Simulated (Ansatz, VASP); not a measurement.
# CdO: VASP beside Ansatz

```
CELL_PARAMETERS angstrom
0.00000 2.39794 2.39794
2.39794 0.00000 2.39794
2.39794 2.39794 0.00000
ATOMIC_POSITIONS crystal
Cd 0.00000 0.00000 0.00000
O 0.50000 0.50000 0.50000
```

Alike in both runs: task single point; functional HSE06; k mesh 4 × 4 × 4; occupations fermi-dirac, width 0.05 eV; no spin polarisation.

|  | VASP | Ansatz |
| --- | --- | --- |
| version | VASP 6.6.1 | Ansatz 0.2.0 development build |
| potentials or method | VASP PAW PBE potentials, release 64 (Cd, O) | plane waves, PAW datasets (generated soft set 1) |
| plane-wave cutoff (eV) | 520 | 420 |
| valence electrons in the cell | 18 | 26 |

```tsv
	VASP	Ansatz	Ansatz less VASP
gap on the k mesh at the Fermi level (eV)	0.75	0.76	+0.019
```

VASP's potentials hold 18 valence electrons a cell and Ansatz's 26, so a difference there can come from the potentials and not from the codes. Ansatz's warnings: stress exchange threshold loose, stress scf threshold loose.

The k mesh is coarse, so the values compare programs but aren't converged.
